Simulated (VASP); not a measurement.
Set up this calculation in VASP 6.6.1, as the native input.

| Property | Result |
| --- | --- |
| Task | single point |
| Functional | PBEsol |
| Potentials or basis | VASP PAW PBE potentials, release 64 (Ti_sv, O) |
| Cutoff | 520 eV |
| k mesh | 6 × 6 × 8 |
| Occupations | gaussian, width 0.01 eV |
| Spin | no spin polarisation |
| Dipole correction | no |
| Further INCAR settings | ALGO = Normal; EDIFF = 1e-06; NBANDS = 33 |

The structure of TiO2 lies in POSCAR:

```
TiO2
1.0
    4.6830829121      0.0000000000      0.0000000000
    0.0000000000      4.6830829121      0.0000000000
    0.0000000000      0.0000000000      2.9045559456
Ti O
2 4
Direct
    0.0000000000      0.0000000000      0.0000000000
    0.5000000000      0.5000000000      0.5000000000
    0.3056347319      0.3056347319      0.0000000000
    0.1943652681      0.8056347319      0.5000000000
    0.6943652681      0.6943652681      0.0000000000
    0.8056347319      0.1943652681      0.5000000000
```

This cell differs from its parent crystal: film at in-plane strain +0.02.

One way to write it, as run:

INCAR

```
ALGO     = Normal         # electronic algorithm
EDIFF    = 1E-6           # SCF threshold, eV
ENCUT    = 520            # plane-wave cutoff, eV
GGA      = PS             # functional
ISIF     = 2              # what is computed and relaxed
ISMEAR   = 0              # smearing method
LASPH    = T              # aspherical terms in the spheres
LCHARG   = F              # write CHGCAR
LREAL    = F              # projectors in reciprocal space
LWAVE    = F              # write WAVECAR
NBANDS   = 33             # bands
NELM     = 60             # most SCF steps
PREC     = Accurate       # precision mode
SIGMA    = 0.01           # smearing width, eV
```

KPOINTS

```
k-points
0
Gamma
  6 6 8
```

Potentials or basis: VASP PAW PBE potentials, release 64 (Ti_sv, O).

Command:

```sh
$ cat potpaw_PBE.64/Ti_sv/POTCAR potpaw_PBE.64/O/POTCAR > POTCAR
$ mpirun -np 1 vasp_std > vasp.out
```

It gave:

```yaml
Pressure: -3.9 GPa
Largest_force: 0.035 eV/Å
Band_gap_on_the_k_mesh: 1.90 eV
```

Caveat: the cell differs from its parent crystal (film at in-plane strain +0.02); the cell stands under tension; the PAW data sets were made with another functional, which shifts forces and pressure a little.

Wall time 88 s on 1 thread of Intel(R) Xeon(R) Platinum 8259CL CPU @ 2.50GHz (Skylake/Cascade Lake) (shared host), peak memory 0.22 GiB.
